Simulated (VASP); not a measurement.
The system is InAs.

```
In As
1.0
     0.00000    2.87730    2.87730
     2.87730    0.00000    2.87730
     2.87730    2.87730    0.00000
In As
1 1
Direct
  0.50000 0.50000 0.50000
  0.00000 0.00000 0.00000
```

```yaml
Program: VASP 6.6.1
Task: relaxation of cell and atoms
Functional: LDA
Potentials_or_basis: VASP PAW LDA potentials, release 64 (In_d, As)
Cutoff: 600 eV
k_mesh: 8 × 8 × 8
Occupations: fermi-dirac, width 0.05 eV
Spin: no spin polarisation
```

At the start: pressure -4.9 GPa; volume 23.82 Å³/atom.

Where does the relaxation end?

Over 3 steps the energy falls by 29.0 meV/atom and the volume is 22.06 Å³/atom (-7.4 %); space group Fm-3m (No. 225, to 0.05 Å).

The path:
```tsv
step	energy change (eV)	largest force (eV/Å)	pressure (GPa)	volume (Å³)
1	0.0000	0.0000	-4.89	47.64
2	-0.0481	0.0000	2.49	42.80
3	-0.0581	0.0000	0.01	44.11
```

Final structure:
```cif
data_structure
_symmetry_space_group_name_H-M 'P 1'
_symmetry_Int_Tables_number 1
_cell_length_a 3.9661
_cell_length_b 3.9661
_cell_length_c 3.9661
_cell_angle_alpha 60.000
_cell_angle_beta 60.000
_cell_angle_gamma 60.000
_cell_volume 44.11
loop_
_atom_site_label
_atom_site_type_symbol
_atom_site_fract_x
_atom_site_fract_y
_atom_site_fract_z
_atom_site_occupancy
In1 In 0.50000 0.50000 0.50000 1
As1 As 0.00000 0.00000 0.00000 1
```
